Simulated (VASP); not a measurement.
# CdS in VASP: further runs

Runs on CdS. Level: LDA. Tasks: single point.

All numbers are computed with VASP 6.6.1; they aren't measurements. Logs are shortened: lines on timing, memory, paths and dates and some standing lists are left out, and cuts for length are marked.

## Step 1: The cell of the first run

It takes space group P6_3mc (No. 186, hexagonal). The conventional cell has a = 4.125 Å, b = 4.125 Å, c = 6.709 Å, α = 90.00°, β = 90.00°, γ = 120.00°. Cd (site symmetry 3m) has 3 S at 2.38 Å within 3.1 Å. S (site symmetry 3m) has 3 Cd at 2.38 Å within 3.1 Å.

## Step 2: Single point, LDA (atoms moved along the polar distortion)

Contents of INCAR:

```
SYSTEM = CdS
  PREC = Accurate
  ENCUT = 520
  EDIFF = 1E-6
  ISMEAR = 0
  SIGMA = 0.01
  LREAL = .False.
  LASPH = .True.
  NELM = 80
  ALGO = Normal
  ISIF = 2
  LWAVE = .False.
  LCHARG = .False.
  NBANDS = 26
```

Contents of KPOINTS:

```
regular mesh
0
Gamma
  9 9 4
  0 0 0
```

Contents of POSCAR:

```
CdS
1.0
    4.1245340209      0.0000000000      0.0000000000
   -2.0622670104      3.5719512409      0.0000000000
    0.0000000000      0.0000000000      6.7092066446
Cd S
2 2
Direct
    0.3333333333      0.6666666667     -0.0553321360
    0.6666666667      0.3333333333      0.4446678640
    0.3333333333      0.6666666667      0.4323321360
    0.6666666667      0.3333333333      0.9323321360
```

Potentials or basis: VASP PAW LDA potentials, release 64 (Cd, S).

Launch:

```sh
> cat potpaw_LDA.64/Cd/POTCAR potpaw_LDA.64/S/POTCAR > POTCAR
> mpirun -np 1 vasp_std > vasp.out
```

OUTCAR:

```text
SYSTEM = CdS
   PREC = Accurate
   ENCUT = 520
   EDIFF = 1E-6
   ISMEAR = 0
   LREAL = .False.
   LASPH = .True.
   NELM = 80
   ISIF = 2

 ion  position               nearest neighbor table
   1  0.333  0.667  0.945-   4 2.38   4 2.38   4 2.38   3 3.27
   2  0.667  0.333  0.445-   3 2.38   3 2.38   3 2.38   4 3.27
   3  0.333  0.667  0.432-   2 2.38   2 2.38   2 2.38   1 3.27
   4  0.667  0.333  0.932-   1 2.38   1 2.38   1 2.38   2 3.27

  LATTYP: Found a hexagonal cell.
 ALAT       =     4.1245340209
 C/A-ratio  =     1.6266580929

  Lattice vectors:

 A1 = (   4.1245340209,   0.0000000000,   0.0000000000)
 A2 = (  -2.0622670104,   3.5719512409,   0.0000000000)
 A3 = (   0.0000000000,   0.0000000000,   6.7092066446)

Analysis of symmetry for initial positions (statically):
=====================================================================
 Subroutine PRICEL returns:
 Original cell was already a primitive cell.

 Routine SETGRP: Setting up the symmetry group for a
 hexagonal supercell.

 Subroutine GETGRP returns: Found 12 space group operations
 (whereof  6 operations were pure point group operations)
 out of a pool of 24 trial point group operations.

The static configuration has the point symmetry C_3v.
 The point group associated with its full space group is C_6v.

Analysis of symmetry for dynamics (positions and initial velocities):
=====================================================================
 Subroutine PRICEL returns:
 Original cell was already a primitive cell.

 Routine SETGRP: Setting up the symmetry group for a
 hexagonal supercell.

 Subroutine GETGRP returns: Found 12 space group operations
 (whereof  6 operations were pure point group operations)
 out of a pool of 24 trial point group operations.

The dynamic configuration has the point symmetry C_3v.
 The point group associated with its full space group is C_6v.

 Subroutine INISYM returns: Found 12 space group operations
 (whereof  6 operations are pure point group operations),
 and found     1 'primitive' translations

----------------------------------------------------------------------------------------

                                     Primitive cell

  volume of cell :      98.8443

  direct lattice vectors                    reciprocal lattice vectors
     4.124534021  0.000000000  0.000000000     0.242451631  0.139979514  0.000000000
    -2.062267010  3.571951241  0.000000000     0.000000000  0.279959029  0.000000000
     0.000000000  0.000000000  6.709206645     0.000000000  0.000000000  0.149048919

  length of vectors
[... 88 lines left out ...]
   EDIFFG = 0.1E-04   stopping-criterion for IOM
   NSW    =      0    number of steps for IOM
   IBRION =     -1    ionic relax: 0-MD 1-quasi-New 2-CG
   NFREE  =      0    steps in history (QN), initial steepest desc. (CG)
   ISIF   =      2    stress and relaxation
   ISYM   =      2    0-nonsym 1-usesym 2-fastsym
   POTIM  = 0.5000    time-step for ionic-motion
   TEBEG  =    0.0;   TEEND  =   0.0 temperature during run
   PSTRESS=    0.0 pullay stress
   NELECT =      36.0000    total number of electrons
   NUPDOWN=      -1.0000    fix difference up-down
   EMIN   =  10.00;   EMAX   =-10.00  energy-range for DOS
   EFERMI =   0.00;   METHOD = LEGACY
   ISMEAR =     0;   SIGMA  =   0.01  broadening in eV -4-tet -1-fermi 0-gaus
   EFERMI_NEDOS =   21; number of points for ismear=-14 and -15
   IALGO  =     38    algorithm
   IMIX   =      4    mixing-type and parameters
     AMIX     =   0.40;   BMIX     =  1.00
     AMIX_MAG =   1.60;   BMIX_MAG =  1.00
  volume/ion in A,a.u.               =      24.71       166.76
  Fermi-wavevector in a.u.,A,eV,Ry     =   1.169118  2.209313 18.596956  1.366838
  Thomas-Fermi vector in A             =   2.305596
   LORBIT       =      0    0 simple, 1 ext, 2 COOP (PROOUT), +10 PAW based schemes
   GGA     = CA    functional components
   LHFCALC =     F    Hartree Fock is set to
   AEXX    =    0.0000 exact exchange contribution
   IVDW    =     0    specifies the selected vdW correction
   LEPSILON=     F    determine dielectric tensor
   LRPA    =     F    only Hartree local field effects (RPA)
 non-spin polarized calculation
 Gauss-broadening in eV      SIGMA  =   0.01
  energy-cutoff  :      520.00
  volume of cell :       98.84
 maximum number of plane-waves:      2695
 NGX is ok and might be reduce to    32
   NGX = 15   NGY = 15   NGZ = 25

 number of electron      35.9999999 magnetization

 Free energy of the ion-electron system (eV)
  ---------------------------------------------------
  ext. energy  EPLUGINS =         0.00000000
  ---------------------------------------------------
  free energy    TOTEN  =       -14.06140117 eV

  energy without entropy =      -14.06140117  energy(sigma->0) =      -14.06140117

 E-fermi :   1.2081     XC(G=0):  -9.5781

 val. band max:        1.0996778439   @ k =   0.0000   0.0000   0.0000
 cond. band min:       2.3527129559   @ k =   0.0000   0.0000   0.0000
 fundamental gap:      1.2530351120
 Fermi energy:         1.2080637609

 k-point     1 :       0.0000    0.0000    0.0000
  band No.  band energies     occupation
      1     -11.4636      2.00000
      2     -11.1045      2.00000
      3      -7.0703      2.00000
      4      -7.0703      2.00000
      5      -7.0663      2.00000
      6      -7.0663      2.00000
[... 685 lines left out ...]
     25      10.2599      0.00000
     26      10.2609      0.00000

 [... further k-points ...]

------------------------ aborting loop because EDIFF is reached ----------------------------------------

  FORCE on cell =-STRESS in cart. coord.  units (eV):
  Direction    XX          YY          ZZ          XY          YZ          ZX
  --------------------------------------------------------------------------------------
  -------------------------------------------------------------------------------------
  Total        3.2901349      3.2901349     -2.4641468      0.0000000      0.0000000      0.0000000
  in kB       53.3301387     53.3301387    -39.9416117      0.0000000      0.0000000      0.0000000
  external PRESSURE =      22.2395553 kB  Pullay stress =       0.0000000 kB

 VOLUME and BASIS-vectors are now :
 -----------------------------------------------------------------------------
  energy-cutoff  :      520.00
  volume of cell :       98.84
      direct lattice vectors                 reciprocal lattice vectors
     4.124534021  0.000000000  0.000000000     0.242451631  0.139979514  0.000000000
    -2.062267010  3.571951241  0.000000000     0.000000000  0.279959029  0.000000000
     0.000000000  0.000000000  6.709206645     0.000000000  0.000000000  0.149048919

 POSITION                                       TOTAL-FORCE (eV/Angst)
 -----------------------------------------------------------------------------------
     -0.00000      2.38130      6.33797         0.000000     -0.000000      0.181481
      2.06227      1.19065      2.98337         0.000000      0.000000      0.181481
     -0.00000      2.38130      2.90061        -0.000000      0.000000     -0.181481
      2.06227      1.19065      6.25521         0.000000      0.000000     -0.181481
 -----------------------------------------------------------------------------------
    total drift:                               -0.000000      0.000000      0.000243

  FREE ENERGIE OF THE ION-ELECTRON SYSTEM (eV)
  ---------------------------------------------------
  free  energy   TOTEN  =       -14.0614011656 eV

  energy  without entropy=      -14.0614011656  energy(sigma->0) =      -14.06140117
```

OSZICAR:

```text
N       E                     dE             d eps       ncg     rms          rms(c)
DAV:   1     0.250306420210E+03    0.25031E+03   -0.17514E+04  1872   0.127E+03
DAV:   2    -0.121088831342E+01   -0.25152E+03   -0.24280E+03  2030   0.322E+02
DAV:   3    -0.151302194177E+02   -0.13919E+02   -0.13837E+02  2316   0.763E+01
DAV:   4    -0.152719403190E+02   -0.14172E+00   -0.14158E+00  2062   0.739E+00
DAV:   5    -0.152741149431E+02   -0.21746E-02   -0.21745E-02  2220   0.922E-01    0.134E+01
DAV:   6    -0.141235679252E+02    0.11505E+01   -0.21026E+00  2470   0.162E+01    0.101E+01
DAV:   7    -0.140799067410E+02    0.43661E-01   -0.87181E-01  1980   0.509E+00    0.391E+00
DAV:   8    -0.140635676375E+02    0.16339E-01   -0.14497E-01  2040   0.384E+00    0.664E-01
DAV:   9    -0.140617119801E+02    0.18557E-02   -0.22274E-02  2076   0.194E+00    0.189E-01
DAV:  10    -0.140613860017E+02    0.32598E-03   -0.12825E-03  2032   0.397E-01    0.887E-02
DAV:  11    -0.140613958311E+02   -0.98294E-05   -0.18206E-04  2114   0.892E-02    0.633E-02
DAV:  12    -0.140614095569E+02   -0.13726E-04   -0.30040E-05  1952   0.382E-02    0.459E-02
DAV:  13    -0.140614009563E+02    0.86006E-05   -0.41276E-05  1964   0.372E-02    0.977E-03
DAV:  14    -0.140614011656E+02   -0.20933E-06   -0.37987E-06  1926   0.123E-02
   1 F= -.14061401E+02 E0= -.14061401E+02  d E =-.333484E-55
```

Run time: 1.7 min. Hardware: 1 thread of Intel Xeon 8259CL, shared host; peak memory 0.22 GiB.

What came out:

| Item | Value |
| --- | --- |
| Free energy | -14.0614 eV |
| Pressure | 2.2 GPa |
| Largest force | 0.181 eV/Å |
| Band gap on the k mesh | 1.25 eV |

Forces on the atoms (eV/Å):
```
Cd   0.000  0.000  0.181
Cd   0.000  0.000  0.181
S    0.000  0.000 -0.181
S    0.000  0.000 -0.181
```

Caveat: the cell differs from its parent crystal (atoms moved along the polar distortion); the stress differs along the axes, from -4 to 5 GPa.

## Step 3: Single point, LDA (atoms moved along the polar distortion)

Contents of INCAR:

```
SYSTEM = CdS
  ALGO = Normal
  EDIFF = 1E-7
  ENCUT = 520
  GGA = CA
  ISIF = 2
  ISMEAR = 0
  LASPH = .TRUE.
  LCHARG = .FALSE.
  LREAL = .FALSE.
  LWAVE = .FALSE.
  NBANDS = 26
  NELM = 60
  PREC = Accurate
  SIGMA = 0.01
```

Contents of KPOINTS:

```
k-points
0
G
  9 9 4
  0 0 0
```

Contents of POSCAR:

```
CdS
1.0
    4.1245340209      0.0000000000      0.0000000000
   -2.0622670104      3.5719512409      0.0000000000
    0.0000000000      0.0000000000      6.7092066446
Cd S
2 2
Direct
    0.3333333333      0.6666666667     -0.0615000000
    0.6666666667      0.3333333333      0.4385000000
    0.3333333333      0.6666666667      0.4385000000
    0.6666666667      0.3333333333      0.9385000000
```

Potentials or basis: VASP PAW LDA potentials, release 64 (Cd, S).

Launch:

```sh
> cat potpaw_LDA.64/Cd/POTCAR potpaw_LDA.64/S/POTCAR > POTCAR
> mpirun -np 1 vasp_std > vasp.out
```

Run time: 1.8 min. Hardware: 1 thread of Intel Xeon 8259CL, shared host; peak memory 0.23 GiB.

The run converged. Its results:

```yaml
Free_energy: -14.0463 eV
Pressure: 2.3 GPa
Band_gap_on_the_k_mesh: 1.26 eV
```

Stress tensor (GPa, compression positive):
```
 5.43  0.00  0.00
 0.00  5.43  0.00
 0.00  0.00 -3.97
```

Levels at points of the mesh, in eV from the valence-band top:
```csv
k point,band 14,band 15,band 16,band 17,band 18,band 19,band 20,band 21,band 22,band 23
"(0.00, 0.00, 0.00)",-0.42,-0.42,-0.33,0.00,0.00,1.26,1.89,6.26,6.26,7.07
"(0.00, 0.00, 0.50)",-2.05,-0.21,-0.21,-0.21,-0.21,2.31,2.31,6.14,6.14,6.49
```

Caveat: the cell differs from its parent crystal (atoms moved along the polar distortion); the stress differs along the axes, from -4 to 5 GPa.
